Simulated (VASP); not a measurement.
# MoS2 (P-3m1) in VASP: a series of runs, part 2 of 2

VASP 6.6.1.

### 4 Single point, revPBE

This run uses another cell than the first one, of 26.15 Å³/atom, 1.378 times its volume.

Input file INCAR:

```
  PREC = Accurate
  ENCUT = 520
  EDIFF = 1E-6
  ISMEAR = -1
  SIGMA = 0.05
  LREAL = False
  LASPH = True
  NELM = 60
  ALGO = Normal
  ISIF = 2
  LWAVE = False
  LCHARG = False
  GGA = RE
  NBANDS = 20
```

Input file KPOINTS:

```
Automatic mesh
0
Gamma
  9 9 4
```

Input file POSCAR:

```
MoS2
1.0
    3.2167819683      0.0000000000      0.0000000000
   -1.6083909841      2.7858149029      0.0000000000
    0.0000000000      0.0000000000      8.7554026416
Mo S
1 2
Direct
    0.0000000000      0.0000000000      0.5000000000
    0.6666666667      0.3333333333      0.6804820722
    0.3333333333      0.6666666667      0.3195179278
```

Potentials or basis: VASP PAW PBE potentials, release 64 (Mo_sv, S).

On the command line:

```console
$ cat potpaw_PBE.64/Mo_sv/POTCAR potpaw_PBE.64/S/POTCAR > POTCAR
$ mpirun -np 1 vasp_std > vasp.out
```

OUTCAR:

```text
PREC = Accurate
   ENCUT = 520
   EDIFF = 1E-6
   ISMEAR = -1
   LREAL = False
   LASPH = True
   NELM = 60
   ISIF = 2
   GGA = RE

 ion  position               nearest neighbor table
   1  0.000  0.000  0.500-   2 2.44   3 2.44   3 2.44   2 2.44   2 2.44   3 2.44
   2  0.667  0.333  0.680-   1 2.44   1 2.44   1 2.44
   3  0.333  0.667  0.320-   1 2.44   1 2.44   1 2.44

  LATTYP: Found a hexagonal cell.
 ALAT       =     3.2167819683
 C/A-ratio  =     2.7217892689

  Lattice vectors:

 A1 = (   3.2167819683,   0.0000000000,   0.0000000000)
 A2 = (  -1.6083909841,   2.7858149029,   0.0000000000)
 A3 = (   0.0000000000,   0.0000000000,   8.7554026416)

Analysis of symmetry for initial positions (statically):
=====================================================================
 Subroutine PRICEL returns:
 Original cell was already a primitive cell.

 Routine SETGRP: Setting up the symmetry group for a
 hexagonal supercell.

 Subroutine GETGRP returns: Found 12 space group operations
 (whereof 12 operations were pure point group operations)
 out of a pool of 24 trial point group operations.

The static configuration has the point symmetry D_3d.

Analysis of symmetry for dynamics (positions and initial velocities):
=====================================================================
 Subroutine PRICEL returns:
 Original cell was already a primitive cell.

 Routine SETGRP: Setting up the symmetry group for a
 hexagonal supercell.

 Subroutine GETGRP returns: Found 12 space group operations
 (whereof 12 operations were pure point group operations)
 out of a pool of 24 trial point group operations.

The dynamic configuration has the point symmetry D_3d.

 Subroutine INISYM returns: Found 12 space group operations
 (whereof 12 operations are pure point group operations),
 and found     1 'primitive' translations

----------------------------------------------------------------------------------------

                                     Primitive cell

  volume of cell :      78.4603

  direct lattice vectors                    reciprocal lattice vectors
     3.216781968  0.000000000  0.000000000     0.310869686  0.179480697  0.000000000
    -1.608390984  2.785814903  0.000000000     0.000000000  0.358961394  0.000000000
     0.000000000  0.000000000  8.755402642     0.000000000  0.000000000  0.114215193

  length of vectors
     3.216781968  3.216781968  8.755402642     0.358961394  0.358961394  0.114215193

  position of ions in fractional coordinates (direct lattice)
     0.000000000  0.000000000  0.500000000
     0.666666667  0.333333333  0.680482072
     0.333333333  0.666666667  0.319517928

  ion indices of the primitive-cell ions
   primitive index   ion index
                 1           1
                 2           2
                 3           3

----------------------------------------------------------------------------------------

 KPOINTS: Automatic mesh

Automatic generation of k-mesh.
 Grid dimensions read from file:
 generate k-points for:    9    9    4

 Generating k-lattice:

  Cartesian coordinates                     Fractional coordinates (reciprocal lattice)
     0.034541076  0.019942300  0.000000000     0.111111111 -0.000000000  0.000000000
     0.000000000  0.039884599  0.000000000     0.000000000  0.111111111  0.000000000
     0.000000000  0.000000000  0.028553798     0.000000000  0.000000000  0.250000000

  Length of vectors
     0.039884599  0.039884599  0.028553798

  Shift w.r.t. Gamma in fractional coordinates (k-lattice)
     0.000000000  0.000000000  0.000000000

 Subroutine IBZKPT returns following result:
 ===========================================

 Found     43 irreducible k-points:

 Following reciprocal coordinates:
            Coordinates               Weight
  0.000000  0.000000  0.000000      1.000000
  0.111111 -0.000000  0.000000      6.000000
  0.222222  0.000000  0.000000      6.000000
  0.333333 -0.000000  0.000000      6.000000
  0.444444  0.000000  0.000000      6.000000
  0.111111  0.111111  0.000000      6.000000
[... 16 lines left out ...]
  0.222222  0.111111  0.250000     12.000000
 -0.111111  0.333333  0.250000     12.000000
 [... further k-points ...]
   k-points           NKPTS =     43   k-points in BZ     NKDIM =     43   number of bands    NBANDS=     20
   number of dos      NEDOS =    301   number of ions     NIONS =      3
   total plane-waves  NPLWV =  40320
   dimension x,y,z NGX =    24 NGY =   24 NGZ =   70
   dimension x,y,z NGXF=    48 NGYF=   48 NGZF=  140
   ions per type =               1   2
   NGX,Y,Z   is equivalent  to a cutoff of  12.40, 12.40, 13.29 a.u.
   NGXF,Y,Z  is equivalent  to a cutoff of  24.81, 24.81, 26.58 a.u.
 SYSTEM =  unknown system
   PREC   = accura    normal or accurate (medium, high low for compatibility)
   ISTART =      0    job   : 0-new  1-cont  2-samecut
   ICHARG =      2    charge: 1-file 2-atom 10-const
   ISPIN  =      1    spin polarized calculation?
   LNONCOLLINEAR =      F non collinear calculations
   LSORBIT =      F    spin-orbit coupling
   LASPH  =      T    aspherical Exc in radial PAW
   ENCUT  =  520.0 eV  38.22 Ry    6.18 a.u.   5.98  5.98 16.28*2*pi/ulx,y,z
   NELM   =     60;   NELMIN=  2; NELMDL= -5     # of ELM steps
   EDIFF  = 0.1E-05   stopping-criterion for ELM
   LREAL  =      F    real-space projection
   EDIFFG = 0.1E-04   stopping-criterion for IOM
   NSW    =      0    number of steps for IOM
   IBRION =     -1    ionic relax: 0-MD 1-quasi-New 2-CG
   NFREE  =      0    steps in history (QN), initial steepest desc. (CG)
   ISIF   =      2    stress and relaxation
   ISYM   =      2    0-nonsym 1-usesym 2-fastsym
   POTIM  = 0.5000    time-step for ionic-motion
   TEBEG  =    0.0;   TEEND  =   0.0 temperature during run
   PSTRESS=    0.0 pullay stress
   NELECT =      26.0000    total number of electrons
   NUPDOWN=      -1.0000    fix difference up-down
   EMIN   =  10.00;   EMAX   =-10.00  energy-range for DOS
   EFERMI =   0.00;   METHOD = LEGACY
   ISMEAR =    -1;   SIGMA  =   0.05  broadening in eV -4-tet -1-fermi 0-gaus
   EFERMI_NEDOS =   21; number of points for ismear=-14 and -15
   IALGO  =     38    algorithm
   IMIX   =      4    mixing-type and parameters
     AMIX     =   0.40;   BMIX     =  1.00
     AMIX_MAG =   1.60;   BMIX_MAG =  1.00
  volume/ion in A,a.u.               =      26.15       176.49
  Fermi-wavevector in a.u.,A,eV,Ry     =   1.132877  2.140826 17.461845  1.283409
  Thomas-Fermi vector in A             =   2.269578
   LORBIT       =      0    0 simple, 1 ext, 2 COOP (PROOUT), +10 PAW based schemes
   GGA     = RE    functional components
   LHFCALC =     F    Hartree Fock is set to
   AEXX    =    0.0000 exact exchange contribution
   IVDW    =     0    specifies the selected vdW correction
   LEPSILON=     F    determine dielectric tensor
   LRPA    =     F    only Hartree local field effects (RPA)
 non-spin polarized calculation
  energy-cutoff  :      520.00
  volume of cell :       78.46
 maximum number of plane-waves:      2148
   NGX = 11   NGY = 11   NGZ = 33

 number of electron      26.0000003 magnetization

 Free energy of the ion-electron system (eV)
  ---------------------------------------------------
  ext. energy  EPLUGINS =         0.00000000
  ---------------------------------------------------
  free energy    TOTEN  =       -20.01586312 eV

  energy without entropy =      -20.00994013  energy(sigma->0) =      -20.01290163

 E-fermi :   3.6593     XC(G=0):  -8.1024

 val. band max:        3.5020975561   @ k =   0.3333   0.2222   0.0000
 cond. band min:       3.7976420461   @ k =   0.2222   0.2222   0.5000
 fundamental gap:      0.2955444900
 Fermi energy:         3.6593311331

 k-point     1 :       0.0000    0.0000    0.0000
  band No.  band energies     occupation
      1     -58.1183      2.00000
      2     -32.1309      2.00000
      3     -32.1102      2.00000
      4     -32.1102      2.00000
      5     -10.9774      2.00000
      6      -9.8615      2.00000
[... 12 lines left out ...]
     19       9.8886      0.00000
     20      11.5658      0.00000

 k-point     2 :       0.1111   -0.0000    0.0000
  band No.  band energies     occupation
      1     -58.1145      2.00000
      2     -32.1492      2.00000
      3     -32.1233      2.00000
      4     -32.1192      2.00000
      5     -10.7953      2.00000
      6      -9.8047      2.00000
[... 498 lines left out ...]
 k-point    24 :      -0.1111    0.3333    0.2500
  band No.  band energies     occupation
      1     -58.0977      2.00000
      2     -32.3091      2.00000
      3     -32.1709      2.00000
      4     -32.0892      2.00000
      5      -9.8847      2.00000
      6      -9.5094      2.00000
[... 12 lines left out ...]
     19      11.1214      0.00000
     20      11.8608      0.00000

 [... further k-points ...]
[... 5 lines left out ...]
  --------------------------------------------------------------------------------------
  -------------------------------------------------------------------------------------
  Total       -0.0575743     -0.0575743     -0.0635510     -0.0000000     -0.0000000      0.0000000
  in kB       -1.1756794     -1.1756794     -1.2977250     -0.0000000     -0.0000000      0.0000000
  external PRESSURE =      -1.2163613 kB  Pullay stress =       0.0000000 kB

 VOLUME and BASIS-vectors are now :
 -----------------------------------------------------------------------------
  energy-cutoff  :      520.00
  volume of cell :       78.46
      direct lattice vectors                 reciprocal lattice vectors
     3.216781968  0.000000000  0.000000000     0.310869686  0.179480697  0.000000000
    -1.608390984  2.785814903  0.000000000     0.000000000  0.358961394  0.000000000
     0.000000000  0.000000000  8.755402642     0.000000000  0.000000000  0.114215193

 POSITION                                       TOTAL-FORCE (eV/Angst)
 -----------------------------------------------------------------------------------
      0.00000      0.00000      4.37770         0.000000      0.000000      0.000000
      1.60839      0.92860      5.95789        -0.000000      0.000000     -0.014062
     -0.00000      1.85721      2.79751         0.000000      0.000000      0.014062
 -----------------------------------------------------------------------------------
    total drift:                                0.000000     -0.000000      0.000000

  FREE ENERGIE OF THE ION-ELECTRON SYSTEM (eV)
  ---------------------------------------------------
  free  energy   TOTEN  =       -20.0158631240 eV

  energy  without entropy=      -20.0099401292  energy(sigma->0) =      -20.01290163
```

It took 23 s on 1 thread of Intel Xeon 6975P-C (Granite Rapids), shared host; peak memory 0.21 GiB.

Results:

```
Free energy            : -20.0159 eV
Pressure               : -0.1 GPa
Largest force          : 0.014 eV/Å
Band gap on the k mesh : zero (band 13 reaches 4.22 eV, above the bottom of band 14 at 3.41 eV)
```

Forces on the atoms (eV/Å):
```
Mo   0.000  0.000  0.000
S    0.000  0.000 -0.014
S    0.000  0.000  0.014
```

Levels at points of the mesh, in eV from the Fermi level:
```csv
k point,band 10,band 11,band 12,band 13,band 14,band 15,band 16,band 17
"(0.00, 0.00, 0.00)",-2.76,-0.85,-0.85,-0.81,-0.24,-0.24,3.18,3.18
"(0.00, 0.00, 0.50)",-2.86,-0.85,-0.85,-0.71,-0.24,-0.24,3.18,3.18
```

Caveat: the PAW data sets were made with another functional, which shifts forces and pressure a little.

### 5 The runs side by side

| level | cell | smearing | gap on the mesh (eV) | pressure (GPa) | largest force (eV/Å) |
| --- | --- | --- | --- | --- | --- |
| BLYP | a = 3.227, b = 3.227, c = 6.312 Å, angles 90.0, 90.0, 120.0°, 3 atoms | fermi-dirac 0.05 eV | none | 7.8 | 0.67 |
| PBE | a = 3.227, b = 3.227, c = 6.312 Å, angles 90.0, 90.0, 120.0°, 3 atoms | gaussian 0.012 eV | none | 0.9 | 0.29 |
| revPBE | a = 3.217, b = 3.217, c = 8.755 Å, angles 90.0, 90.0, 120.0°, 3 atoms | fermi-dirac 0.05 eV | none | -0.1 | 0.01 |

Alike in all rows: task single point; potentials or basis VASP PAW PBE potentials, release 64 (Mo_sv, S); no spin polarisation; k mesh 9 × 9 × 4; cutoff (eV) 520.

Caveats: the PAW data sets were made with another functional, which shifts forces and pressure a little (some runs); this functional lacks dispersion, which binds the layers, so the pressure and a relaxed spacing across them are unreliable (some runs).

Total energies depend on the potentials used, so only differences within one code and one set of settings carry meaning.
